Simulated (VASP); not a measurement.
# InSe: single point with PBE+D3(BJ)

The system is InSe, a slab with vacuum.

```xyz
8
Lattice="4.0473 0.0000 0.0000 -2.0237 3.5051 0.0000 0.0000 0.0000 34.3336" Properties=species:S:1:pos:R:3 pbc="T T T"
Se    0.0000    2.3367   10.3413
Se    0.0000    2.3367   15.6981
Se    2.0237    1.1684   18.6344
Se    2.0237    1.1684   23.9932
In    0.0000    0.0000   11.6254
In    0.0000    0.0000   14.4189
In    0.0000    2.3367   19.9152
In    0.0000    2.3367   22.7091
```

```json
{
  "Program": "VASP 6.6.1",
  "Task": "single point",
  "Functional": "PBE",
  "Dispersion": "D3(BJ)",
  "Potentials or basis": "VASP PAW PBE potentials, release 64 (Se, In_d)",
  "Cutoff": "520 eV",
  "k mesh": "9 × 9 × 1",
  "Occupations": "gaussian, width 0.05 eV",
  "Spin": "no spin polarisation"
}
```

- Largest force: 0.009 eV/Å
- Band gap on the k mesh: 0.97 eV (least direct gap 1.03 eV)
- Dispersion energy per atom: -0.258 eV

Forces in eV/Å, atoms in the order of the input:
```
Se   0.000  0.000 -0.009
Se   0.000  0.000  0.002
Se   0.000  0.000 -0.002
Se   0.000  0.000  0.009
In   0.000  0.000 -0.001
In   0.000  0.000  0.003
In   0.000  0.000 -0.001
In   0.000  0.000 -0.001
```

Levels at points of the mesh, in eV from the valence-band top:
```csv
k point,band 36,band 37,band 38,band 39,band 40,band 41
"(0.00, 0.00, 0.00)",-0.77,-0.77,-0.07,0.97,1.69,2.39
```

Run time: 9.3 min on 1 thread of Intel(R) Xeon(R) Platinum 8375C CPU @ 2.90GHz (Ice Lake), on a shared host, peak memory 0.6 GiB.

Caveat: spin-orbit coupling is left out, which moves the levels of the heavy elements.
